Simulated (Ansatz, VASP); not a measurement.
TaN: VASP beside Ansatz

The input INCAR:

```
SYSTEM = TaN
PREC = Accurate
ENCUT = 600
EDIFF = 1E-7
ISMEAR = 0
SIGMA = 0.1
LREAL = .FALSE.
LASPH = .TRUE.
NELM = 60
ALGO = Normal
ISIF = 3
LWAVE = .FALSE.
LCHARG = .FALSE.
GGA = PE
IBRION = 2
NSW = 90
EDIFFG = -0.04
```

Contents of KPOINTS:

```
regular mesh
0
G
  6 6 6
  0 0 0
```

The input POSCAR:

```
TaN
1.0
   -1.9918827500      2.0403509400      2.0531032100
    1.9918827500     -2.0403509400      2.0531032100
    1.9918827500      2.0403509400     -2.0531032100
Ta N
1 1
Direct
    0.0000000000      0.0000000000      0.0000000000
    0.5000000000      0.0000000000      0.5000000000
```

Input for Ansatz:

```yaml
crystal:
  lattice:
    - [-1.99188275, 2.04035094, 2.05310321]
    - [1.99188275, -2.04035094, 2.05310321]
    - [1.99188275, 2.04035094, -2.05310321]
  atoms:
    - { symbol: Ta, position: [0.0, 0.0, 0.0] }
    - { symbol: "N", position: [0.5, 0.0, 0.5] }
basis:
  ecutwfc: 420
kpoints:
  mp_grid: { grid: [6, 6, 6] }
hamiltonian:
  xc: pbe
scf:
  occupations: { method: gaussian, width: 0.1 }
  lower_state_search: "off"
output:
  forces: true
  stress: true
  eigenvalues: true
relax:
  adjacent_minimum: "off"
  f_tol: 0.04
  max_steps: 70
  cell: { stress_tol: 0.4 }
```

Alike in both runs: task relaxation of cell and atoms; functional PBE; k mesh 6 × 6 × 6; occupations gaussian, width 0.1 eV; no spin polarisation.

|  | VASP | Ansatz |
| --- | --- | --- |
| version | VASP 6.6.1 | Ansatz 0.2.0 |
| potentials or method | VASP PAW PBE potentials, release 64 (Ta_pv, N), cutoff 600 eV | scalar-relativistic, plane waves, PAW |
| valence electrons in the cell | 16 | 18 |

|  | VASP | Ansatz | Ansatz less VASP |
| --- | --- | --- | --- |
| gap on the k mesh at the Fermi level, each at its own relaxed structure (eV) | none | none | - |
| relaxed volume (Å³/atom) | 10.81 | 10.78 | -0.031 |
| relaxed cell length with the largest relative difference (Å) | 3.128 | 3.124 | -0.0034 |

A gap of «none» marks a metal or a gap that the smearing closes. VASP's potentials hold 16 valence electrons a cell and Ansatz's 18, so a difference there can come from the potentials and not from the codes.

The k mesh is coarse, so the values compare programs but aren't converged. Spin-orbit coupling is off throughout. Noted on VASP's run: the volume moved by over 15 % at a fixed basis, so the end points are rough.
